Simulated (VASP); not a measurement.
Wanted: the native input for a VASP 6.6.1 run.

- Task: relaxation of cell and atoms
- Functional: PBEsol
- Potentials or basis: VASP PAW PBE potentials, release 64 (Ti_sv, O)
- Cutoff: 600 eV
- k mesh: 12 × 12 × 12
- Occupations: gaussian, width 0.01 eV
- Spin: no spin polarisation
- Dipole correction: no
- Further INCAR settings: ALGO = Normal; EDIFF = 1e-06; IBRION = 2; EDIFFG = -0.001; NSW = 80; ISIF = 3

The structure of TiO2 (Anatase) lies in POSCAR:

```
TiO2
1.0
   -1.8848916288      1.8848916288      4.7758664511
    1.8848916288     -1.8848916288      4.7758664511
    1.8848916288      1.8848916288     -4.7758664511
Ti O
2 4
Direct
    0.0000000000      0.0000000000      0.0000000000
    0.7500000000      0.2500000000      0.5000000000
    0.2075275980      0.2075275980      0.0000000000
    0.9575275980      0.4575275980      0.5000000000
    0.5424724020      0.0424724020      0.5000000000
    0.7924724020      0.7924724020      0.0000000000
```

One way to write it, as run:

INCAR

```
SYSTEM = TiO2
  ALGO = Normal
  EDIFF = 1E-6
  EDIFFG = -0.001
  ENCUT = 600
  GGA = PS
  IBRION = 2
  ISIF = 3
  ISMEAR = 0
  LASPH = .TRUE.
  LCHARG = .FALSE.
  LREAL = .FALSE.
  LWAVE = .FALSE.
  NELM = 100
  NSW = 80
  PREC = Accurate
  SIGMA = 0.01
```

KPOINTS

```
k-points
0
G
  12 12 12
  0 0 0
```

Potentials or basis: VASP PAW PBE potentials, release 64 (Ti_sv, O).

Run with:

```console
$ cat potpaw_PBE.64/Ti_sv/POTCAR potpaw_PBE.64/O/POTCAR > POTCAR
$ mpirun -np 1 vasp_std > vasp.out
```

Results of the run:

```
Relaxed volume                         : 11.34 Å³/atom
Relaxed cell                           : a = 5.474 Å, b = 5.474 Å, c = 5.474 Å, α = 139.69°, β = 139.69°, γ = 58.33°
Space group after relaxing (to 0.05 Å) : I4_1/amd (No. 141)
Energy gained by relaxing              : 0.0 meV/atom
Ionic steps                            : 3
Pressure after relaxing                : 0.0 GPa
Band gap on the k mesh                 : 2.08 eV, indirect (least direct gap 2.42 eV)
```

Caveat: the PAW data sets were made with another functional, which shifts forces and pressure a little.

Run time: 24 min on 1 thread of Intel(R) Xeon(R) Platinum 8259CL CPU @ 2.50GHz (Skylake/Cascade Lake), with other jobs on the host, peak memory 0.56 GiB.
